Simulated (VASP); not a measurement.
A run of VASP 6.6.1 is set up as follows.

The input INCAR:

```
ALGO = Normal ; EDIFF = 1E-7
ENCUT = 520 ; GGA = PE
ISIF = 2 ; ISMEAR = 0
LASPH = True ; LCHARG = False
LREAL = False ; LWAVE = False
NBANDS = 36 ; NELM = 80
PREC = Accurate ; SIGMA = 0.1
```

Contents of KPOINTS:

```
k-points
0
Gamma
  4 4 4
```

File POSCAR:

```
Ta4Ti
1.0
   -2.9801890885      2.9801890885      2.9801890885
    2.9801890885     -2.9801890885      2.9801890885
    2.9801890885      2.9801890885     -2.9801890885
Ti Ta
1 4
Direct
    0.0000000000      0.0000000000      0.0000000000
    0.0000000000      0.0000000000      0.5000000000
    0.5000000000      0.0000000000      0.0000000000
    0.0000000000      0.5000000000      0.0000000000
    0.5000000000      0.5000000000      0.5000000000
```

Potentials or basis: VASP PAW PBE potentials, release 64 (Ti_sv, Ta_pv).

Launch:

```console
$ cat potpaw_PBE.64/Ti_sv/POTCAR potpaw_PBE.64/Ta_pv/POTCAR > POTCAR
$ mpirun -np 1 vasp_std > vasp.out
```

(1) Predict the pressure.

(2) Predict the band gap on the k mesh.

Results:

(1) 0.0 GPa.

(2) zero (bands 28 and 29 overlap by 0.83 eV).

Caveat: the k points lie up to 0.37 Å⁻¹ apart, too coarse for converged energies and pressures of a metal; spin-orbit coupling is left out, which moves the levels of the heavy elements.
